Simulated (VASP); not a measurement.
Set up this calculation in VASP 6.6.1, as the native input.

```yaml
Task: single point
Functional: PBEsol
Potentials_or_basis: VASP PAW PBE potentials, release 64 (Au, Ge_d)
Cutoff: 520 eV
k_mesh: 10 × 10 × 10
Occupations: gaussian, width 0.05 eV
Spin: no spin polarisation
Dipole_correction: no
Further_INCAR_settings: ALGO = Normal; EDIFF = 1e-07; NBANDS = 20
```

The structure of GeAu lies in POSCAR:

```
GeAu
1.0
    3.2954132127      0.0000000000      0.0000000000
    0.0000000000      3.2954132127      0.0000000000
    0.0000000000      0.0000000000      3.2954132127
Au Ge
1 1
Direct
    0.0000000000      0.0000000000      0.0000000000
    0.5000000000      0.5242761665      0.5000000000
```

This cell differs from its parent crystal: atom 2 (Ge) moved 0.08 Å along y.

One way to write it, as run:

INCAR

```
ALGO = Normal
EDIFF = 1E-7
ENCUT = 520
GGA = PS
ISIF = 2
ISMEAR = 0
LASPH = True
LCHARG = False
LREAL = False
LWAVE = False
NBANDS = 20
NELM = 60
PREC = Accurate
SIGMA = 0.05
```

KPOINTS

```
k-points
0
Gamma
  10 10 10
```

Potentials or basis: VASP PAW PBE potentials, release 64 (Au, Ge_d).

Run with:

```bash
$ cat potpaw_PBE.64/Au/POTCAR potpaw_PBE.64/Ge_d/POTCAR > POTCAR
$ mpirun -np 1 vasp_std > vasp.out
```

Results of the run:

```yaml
Pressure: 0.1 GPa
Largest_force: 0.093 eV/Å
```

Caveat: the cell differs from its parent crystal (atom 2 (Ge) moved 0.08 Å along y); the PAW data sets were made with another functional, which shifts forces and pressure a little.

It took 45 s on 1 thread of AMD EPYC 9R45 96-Core Processor (Zen 5), with other jobs on the host, peak memory 0.2 GiB.
